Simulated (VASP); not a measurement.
HfO2, 6 atoms in the cell. Symmetry: P4_2/nmc, No. 137, tetragonal system. The conventional cell has a = 3.505 Å, b = 3.505 Å, c = 5.024 Å, α = 90.00°, β = 90.00°, γ = 90.00°. Hf (site symmetry -4m2) has 8 O at 2.05 to 2.28 Å within 2.7 Å. O (site symmetry 2mm) has 4 Hf at 2.05 to 2.28 Å and 6 O at 2.51 Å within 2.7 Å. 

- Program: VASP 6.6.1
- Task: vibrations by perturbation theory
- Functional: LDA
- Potentials or basis: VASP PAW LDA potentials, release 64 (Hf_pv, O)
- Cutoff: 600 eV
- k mesh: 6 × 6 × 6
- Occupations: gaussian, width 0.01 eV
- Spin: no spin polarisation
- Dipole correction: no
- Further INCAR settings: ALGO = Normal; EDIFF = 1e-08; NBANDS = 31; IBRION = 8; NSW = 1

Potentials or basis: VASP PAW LDA potentials, release 64 (Hf_pv, O).

Launch:

```sh
$ cat potpaw_LDA.64/Hf_pv/POTCAR potpaw_LDA.64/O/POTCAR > POTCAR
$ mpirun -np 1 vasp_std > vasp.out
```

Hardware: 1 thread of Intel(R) Xeon(R) 6975P-C (Granite Rapids) (shared host).

**Question.** How long does it take, and how much memory?

**Answer.** It took 15 min on 1 thread of Intel(R) Xeon(R) 6975P-C (Granite Rapids), with other jobs on the host, peak memory 0.54 GiB. Counts: scf iterations 198, k points 40.
